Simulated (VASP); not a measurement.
# W (P6_3/mmc) in VASP: notebook, part 2 of 2

VASP 6.6.1.

## Step 3: Relaxation of cell and atoms, PBE, target pressure 8.7 GPa, at which the enthalpy is minimised

This run uses another cell than the first one, of 15.98 Å³/atom.

INCAR reads:

```
ALGO = Normal ; EDIFF = 1E-6
EDIFFG = -0.005 ; ENCUT = 600
GGA = PE ; IBRION = 2
ISIF = 3 ; ISMEAR = -1
LASPH = True ; LCHARG = False
LREAL = False ; LWAVE = False
NELM = 80 ; NSW = 60
PREC = Accurate ; PSTRESS = 87.0
SIGMA = 0.08
```

KPOINTS reads:

```
k-points
0
Gamma
  16 16 9
```

POSCAR reads:

```
W
1.0
    2.8349509710      0.0000000000      0.0000000000
   -1.4174754855      2.4551395593      0.0000000000
    0.0000000000      0.0000000000      4.5926205730
W
2
Direct
    0.3333333333      0.6666666667      0.2500000000
    0.6666666667      0.3333333333      0.7500000000
```

Potentials or basis: VASP PAW PBE potentials, release 64 (W_sv).

Run with:

```bash
> cat potpaw_PBE.64/W_sv/POTCAR > POTCAR
> mpirun -np 1 vasp_std > vasp.out
```

OUTCAR:

```text
EDIFF = 1E-6
   EDIFFG = -0.005
   ENCUT = 600
   GGA = PE
   IBRION = 2
   ISIF = 3
   ISMEAR = -1
   LASPH = True
   LREAL = False
   NELM = 80
   NSW = 60
   PREC = Accurate
   PSTRESS = 87.0

 ion  position               nearest neighbor table
   1  0.333  0.667  0.250-   2 2.82   2 2.82   2 2.82   2 2.82   2 2.82   2 2.82
   2  0.667  0.333  0.750-   1 2.82   1 2.82   1 2.82   1 2.82   1 2.82   1 2.82

  LATTYP: Found a hexagonal cell.
 ALAT       =     2.8349509710
 C/A-ratio  =     1.6200000000

  Lattice vectors:

 A1 = (   2.8349509710,   0.0000000000,   0.0000000000)
 A2 = (  -1.4174754855,   2.4551395593,   0.0000000000)
 A3 = (   0.0000000000,   0.0000000000,   4.5926205730)

Analysis of symmetry for initial positions (statically):
=====================================================================
 Subroutine PRICEL returns:
 Original cell was already a primitive cell.

 Routine SETGRP: Setting up the symmetry group for a
 hexagonal supercell.

 Subroutine GETGRP returns: Found 24 space group operations
 (whereof 12 operations were pure point group operations)
 out of a pool of 24 trial point group operations.

The static configuration has the point symmetry D_3d.
 The point group associated with its full space group is D_6h.

Analysis of symmetry for dynamics (positions and initial velocities):
=====================================================================
 Subroutine PRICEL returns:
 Original cell was already a primitive cell.

 Routine SETGRP: Setting up the symmetry group for a
 hexagonal supercell.

 Subroutine GETGRP returns: Found 24 space group operations
 (whereof 12 operations were pure point group operations)
 out of a pool of 24 trial point group operations.

The dynamic configuration has the point symmetry D_3d.
 The point group associated with its full space group is D_6h.

[... 133 lines left out ...]
 maximum number of plane-waves:      1093
 NGX is ok and might be reduce to    24
   NGX = 11   NGY = 11   NGZ = 19

--------------------------------------- Ionic step        1  -------------------------------------------

 number of electron      28.0000001 magnetization

 Free energy of the ion-electron system (eV)
  ---------------------------------------------------
  ext. energy  EPLUGINS =         0.00000000
  ---------------------------------------------------
  free energy    TOTEN  =       -24.76412950 eV

  energy without entropy =      -24.70319220  energy(sigma->0) =      -24.73366085

------------------------ aborting loop because EDIFF is reached ----------------------------------------

  FORCE on cell =-STRESS in cart. coord.  units (eV):
  Direction    XX          YY          ZZ          XY          YZ          ZX
  --------------------------------------------------------------------------------------
  -------------------------------------------------------------------------------------
  Total        0.7265615      0.7265615      3.7184420      0.0000000     -0.0000000      0.0000000
  in kB       36.4167079     36.4167079    186.3756992      0.0000000     -0.0000000      0.0000000
  external PRESSURE =      -0.5969617 kB  Pullay stress =      87.0000000 kB
[... 97 lines left out ...]
  energy  without entropy=      -24.8462641758  energy(sigma->0) =      -24.86694916

  enthalpy is  TOTEN    =       -23.1582258578 eV   P V=        1.7294082853

[... ionic steps 4 to 11 ...]

--------------------------------------- Ionic step       12  -------------------------------------------

 number of electron      27.9999999 magnetization

------------------------ aborting loop because EDIFF is reached ----------------------------------------
[... 71 lines left out ...]
--------------------------------------- Ionic step       14  -------------------------------------------

 number of electron      27.9999999 magnetization

 Free energy of the ion-electron system (eV)
  ---------------------------------------------------
  ext. energy  EPLUGINS =         0.00000000
  ---------------------------------------------------
  free energy    TOTEN  =       -24.90601433 eV

  energy without entropy =      -24.86440090  energy(sigma->0) =      -24.88520761

 E-fermi :  10.8796     XC(G=0): -13.5454

 val. band max:       10.8781993227   @ k =   0.0625  -0.0000   0.1111
 cond. band min:      10.8937357327   @ k =   0.3750   0.0000   0.0000
 fundamental gap:      0.0155364100
 Fermi energy:        10.8795849081

 k-point     1 :       0.0000    0.0000    0.0000
  band No.  band energies     occupation
      1     -62.8505      2.00000
      2     -62.7696      2.00000
      3     -27.6249      2.00000
      4     -26.6247      2.00000
      5     -26.4525      2.00000
      6     -26.4525      2.00000
[... 481 lines left out ...]
      5     -27.2003      2.00000
      6     -26.8552      2.00000
[... 10 lines left out ...]
     17      14.9016      0.00000
     18      15.1379      0.00000

 [... further k-points ...]

------------------------ aborting loop because EDIFF is reached ----------------------------------------

  FORCE on cell =-STRESS in cart. coord.  units (eV):
  Direction    XX          YY          ZZ          XY          YZ          ZX
  --------------------------------------------------------------------------------------
  -------------------------------------------------------------------------------------
  Total        1.7431717      1.7431717      1.7495960     -0.0000000      0.0000000      0.0000000
  in kB       86.8997150     86.8997150     87.2199725     -0.0000000      0.0000000      0.0000000
  external PRESSURE =       0.0064675 kB  Pullay stress =      87.0000000 kB
[... 21 lines left out ...]
  energy  without entropy=      -24.8644008967  energy(sigma->0) =      -24.88520761

  enthalpy is  TOTEN    =       -23.1608309265 eV   P V=        1.7451834020

 reached required accuracy - stopping structural energy minimisation
```

It took 10 min on 1 thread of Intel Xeon 8259CL, shared host; peak memory 0.24 GiB.

What came out:

```
Free energy                                                : -24.9060 eV
Relaxed volume                                             : 16.07 Å³/atom
Relaxed cell                                               : a = 2.756 Å, b = 2.756 Å, c = 4.884 Å, α = 90.00°, β = 90.00°, γ = 120.00°
Space group after relaxing (to 0.1 Å)                      : P6_3/mmc (No. 194)
Energy change on relaxing (the run minimises the enthalpy) : -70.9 meV/atom
Ionic steps                                                : 14
Pressure after relaxing                                    : 8.7 GPa
Band gap on the k mesh                                     : zero (bands 14 and 15 overlap by 1.73 eV)
```

Step by step:
```
step  energy change (eV)  largest force (eV/Å)  pressure (GPa)  volume (Å³)
   1              0.0000                0.0000            8.64        31.97
   2             -0.1188                0.0000           10.65        31.88
   3             -0.1235                0.0000           11.58        31.85
   4             -0.1661                0.0000           -0.97        33.24
   5             -0.1420                0.0000            8.72        32.14
   6             -0.1417                0.0000            8.74        32.14
   7             -0.1412                0.0000            8.81        32.13
   8             -0.1416                0.0000            8.71        32.13
   9             -0.1414                0.0000            8.78        32.13
  10             -0.1414                0.0000            8.80        32.13
  11             -0.1414                0.0000            8.80        32.13
  12             -0.1414                0.0000            8.79        32.13
  13             -0.1432                0.0000            8.45        32.16
  14             -0.1419                0.0000            8.70        32.14
```

Final structure:
```cif
data_structure
_symmetry_space_group_name_H-M 'P 1'
_symmetry_Int_Tables_number 1
_cell_length_a 2.7564
_cell_length_b 2.7564
_cell_length_c 4.8844
_cell_angle_alpha 90.000
_cell_angle_beta 90.000
_cell_angle_gamma 120.000
_cell_volume 32.14
loop_
_atom_site_label
_atom_site_type_symbol
_atom_site_fract_x
_atom_site_fract_y
_atom_site_fract_z
_atom_site_occupancy
W1 W 0.33333 0.66667 0.25000 1
W2 W 0.66667 0.33333 0.75000 1
```

Caveat: the cell is relaxed towards a set pressure, so the run minimises the enthalpy, not the energy; spin-orbit coupling is left out, which moves the levels of the heavy elements.
